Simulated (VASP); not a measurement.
CSO, 36 atoms in the cell. The cell holds a disordered packing, 36 atoms: a = 9.271 Å, b = 9.271 Å, c = 9.271 Å, α = 90.00°, β = 90.00°, γ = 90.00°. 

| Item | Value |
| --- | --- |
| Program | VASP 6.6.1 |
| Task | single point |
| Functional | PBEsol |
| Potentials or basis | VASP PAW PBE potentials, release 64 (O_h, C_h, S) |
| Cutoff | 1000 eV |
| k mesh | 1 × 1 × 1 |
| Occupations | fermi-dirac, width 0.05 eV |
| Spin | no spin polarisation |
| Dipole correction | no |
| Further INCAR settings | LREAL = Auto; ALGO = Normal; EDIFF = 1e-06; NBANDS = 120 |

Potentials or basis: VASP PAW PBE potentials, release 64 (O_h, C_h, S).

Run with:

```sh
$ cat potpaw_PBE.64/O_h/POTCAR potpaw_PBE.64/C_h/POTCAR potpaw_PBE.64/S/POTCAR > POTCAR
$ mpirun -np 1 vasp_gam > vasp.out
```

Hardware: 1 thread of Intel(R) Xeon(R) Platinum 8488C (Sapphire Rapids), on a shared host.

Q: Estimate the wall time of this run.

A: Wall time 5 min on 1 thread of Intel(R) Xeon(R) Platinum 8488C (Sapphire Rapids) (shared host), peak memory 1.5 GiB. Counts: scf iterations 18, k points 1.
